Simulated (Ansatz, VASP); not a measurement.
# Two plane-wave programs on MgS

Contents of INCAR:

```
SYSTEM = MgS
PREC     = Accurate       ! precision mode
ENCUT    = 520            ! plane-wave cutoff, eV
EDIFF    = 1E-7           ! SCF threshold, eV
ISMEAR   = 0              ! smearing method
SIGMA    = 0.05           ! smearing width, eV
LREAL    = .False.        ! projectors in reciprocal space
LASPH    = .True.         ! aspherical terms in the spheres
NELM     = 80             ! most SCF steps
ALGO     = Normal         ! electronic algorithm
ISIF     = 2              ! what is computed and relaxed
LWAVE    = .False.        ! write WAVECAR
LCHARG   = .False.        ! write CHGCAR
GGA      = PE             ! functional
NBANDS   = 11             ! bands
```

KPOINTS

```
Automatic mesh
0
Gamma
  8 8 8
  0 0 0
```

The input POSCAR:

```
MgS
1.0
    0.0000000000      2.5366087500      2.6666912500
    2.5366087500      0.0000000000      2.6666912500
    2.5366087500      2.5366087500      0.0000000000
Mg S
1 1
Direct
    0.0000000000      0.0000000000      0.0000000000
    0.5000000000      0.5000000000      0.5000000000
```

Input for Ansatz:

```yaml
crystal:
  lattice:
    - [0.0, 2.53660875, 2.66669125]
    - [2.53660875, 0.0, 2.66669125]
    - [2.53660875, 2.53660875, 0.0]
  atoms:
    - { symbol: Mg, position: [0.0, 0.0, 0.0] }
    - { symbol: S, position: [0.5, 0.5, 0.5] }
basis:
  ecutwfc: 420
kpoints:
  mp_grid: { grid: [8, 8, 8] }
hamiltonian:
  xc: pbe
scf:
  occupations: { method: gaussian, width: 0.05 }
output:
  forces: true
  stress: true
  eigenvalues: true
```

Change from the starting cell: strain -0.025 along x and y, +0.025 along z, atoms carried along.

Alike in both runs: task single point; functional PBE; k mesh 8 × 8 × 8; occupations gaussian, width 0.05 eV; no spin polarisation.

|  | VASP | Ansatz |
| --- | --- | --- |
| version | VASP 6.6.1 | Ansatz 0.2.0 |
| potentials or method | VASP PAW PBE potentials, release 64 (Mg, S), cutoff 520 eV | scalar-relativistic, plane waves, PAW |
| valence electrons in the cell | 8 | 16 |

|  | VASP | Ansatz | Ansatz less VASP |
| --- | --- | --- | --- |
| gap on the k mesh at the Fermi level (eV) | 2.64 | 2.65 | +0.013 |
| least direct gap on the mesh (eV) | 3.79 | 3.80 | +0.010 |
| pressure (GPa) | 3.4 | 3.7 | +0.31 |
| traceless stress, the component that is largest in VASP (GPa) | -3.80 | -3.82 | -0.017 |

VASP's potentials hold 8 valence electrons a cell and Ansatz's 16, so a difference there can come from the potentials and not from the codes.
